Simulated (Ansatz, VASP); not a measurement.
## Two plane-wave programs on Pb

```
Pb
1.0
     0.00000    2.27222    2.56859
     2.27222    0.00000    2.56859
     2.27222    2.27222    0.00000
Pb
1
Cartesian
  0.0000 0.0000 0.0000
```

Change from the starting cell: strain -0.080 along x and y, +0.040 along z, atoms carried along.

Alike in both runs: task single point; functional PBEsol; k mesh 16 × 16 × 16; occupations gaussian, width 0.15 eV; no spin polarisation.

```csv
,VASP,Ansatz
version,VASP 6.6.1,Ansatz 0.2.0
potentials or method,"VASP PAW PBE potentials, release 64 (Pb_d), cutoff 520 eV","scalar-relativistic, plane waves, PAW"
valence electrons in the cell,14,14
```

```tsv
	VASP	Ansatz	Ansatz less VASP
gap on the k mesh at the Fermi level (eV)	none	none	-
pressure (GPa)	8.1	8.2	+0.10
traceless stress, the component that is largest in VASP (GPa)	-2.19	-2.18	+0.007
```

VASP's potentials were made for PBE, not for PBEsol. A gap of «none» marks a metal or a gap that the smearing closes.

Spin-orbit coupling is off throughout.
